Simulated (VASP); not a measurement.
MgO:

```
CELL_PARAMETERS angstrom
3.48408 0.00000 0.00000
-1.74204 3.01730 0.00000
0.00000 0.00000 4.18532
ATOMIC_POSITIONS crystal
Mg 0.66667 0.33333 0.75000
Mg 0.33333 0.66667 0.25000
O 0.66667 0.33333 0.25000
O 0.33333 0.66667 0.75000
```

Base run:

| Item | Value |
| --- | --- |
| Program | VASP 6.6.1 |
| Functional | r2SCAN |
| Potentials or basis | VASP PAW PBE potentials, release 64 (Mg_sv, O) |
| Cutoff | 660 eV |
| k mesh | 12 × 12 × 6 |
| Occupations | gaussian, width 0.01 eV |
| Spin | no spin polarisation |

Its results: band gap on the k mesh 4.11 eV, direct; pressure -0.2 GPa.

Question: The run is repeated on the same cell with these changes: potentials or basis from VASP PAW PBE potentials, release 64 (Mg_sv, O) to VASP PAW PBE potentials, release 64 (Mg, O); cutoff from 660 eV to 520 eV; further incar settings from ALGO = Normal; EDIFF = 1e-06; NBANDS = 24 to ALGO = Normal; EDIFF = 1e-06; NBANDS = 16; valence electrons from 32 to 16. What comes out?

Answer: Band gap on the k mesh 4.08 eV, direct; pressure -0.8 GPa.

Caveats: the PAW data sets were made with another functional, which shifts forces and pressure a little.

A k mesh can miss the band edges.
